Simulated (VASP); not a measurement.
Input of a VASP 6.6.1 run:

POSCAR

```
Lu
1.0
    3.1020885984      0.0000000000      0.0000000000
   -1.5510442992      2.6864875310      0.0000000000
    0.0000000000      0.0000000000      4.7969205849
Lu
2
Direct
    0.3333333333      0.6666666667      0.2500000000
    0.6666666667      0.3333333333      0.7500000000
```

INCAR.step1

```
SYSTEM = Lu
ALGO     = Normal         ! electronic algorithm
EDIFF    = 1E-4           ! SCF threshold, eV
ENCUT    = 520            ! plane-wave cutoff, eV
GGA      = PE             ! functional
ISMEAR   = 0              ! smearing method
LASPH    = .True.         ! aspherical terms in the spheres
LCHARG   = .False.        ! write CHGCAR
LREAL    = .False.        ! projectors in reciprocal space
LWAVE    = .True.         ! write WAVECAR
NBANDS   = 32             ! bands
NELM     = 80             ! most SCF steps
PREC     = Accurate       ! precision mode
SIGMA    = 0.05           ! smearing width, eV
```

Contents of INCAR.step2:

```
SYSTEM = Lu
ALGO     = Normal         ! electronic algorithm
EDIFF    = 1E-6           ! SCF threshold, eV
ENCUT    = 520            ! plane-wave cutoff, eV
ISIF     = 2              ! what is computed and relaxed
ISMEAR   = 0              ! smearing method
ISTART   = 1            
LASPH    = .True.         ! aspherical terms in the spheres
LCHARG   = .False.        ! write CHGCAR
LMIXTAU  = .True.       
LREAL    = .False.        ! projectors in reciprocal space
LWAVE    = .False.        ! write WAVECAR
METAGGA  = R2SCAN         ! meta-GGA
NBANDS   = 32             ! bands
NELM     = 80             ! most SCF steps
PREC     = Accurate       ! precision mode
SIGMA    = 0.05           ! smearing width, eV
```

KPOINTS

```
k-points
0
Gamma
  6 6 3
  0 0 0
```

Potentials or basis: VASP PAW PBE potentials, release 64 (Lu).

Launch:

```sh
$ cat potpaw_PBE.64/Lu/POTCAR > POTCAR
$ cp INCAR.step1 INCAR
$ mpirun -np 1 vasp_std > vasp.out
$ cp INCAR.step2 INCAR
$ mpirun -np 1 vasp_std > vasp.out
```

Q: Estimate the pressure.

A: 31.1 GPa.

Q: What does it give for the band gap on the k mesh?

A: Zero (band 25 reaches 6.36 eV, above the bottom of band 26 at 3.18 eV).

Stress tensor (GPa, compression positive):
```
31.02  0.00  0.00
 0.00 31.02  0.00
 0.00  0.00 31.11
```

Caveat: the k points lie up to 0.44 Å⁻¹ apart; the PAW data sets were made with another functional, which shifts forces and pressure a little; spin-orbit coupling is left out, which moves the levels of the heavy elements.
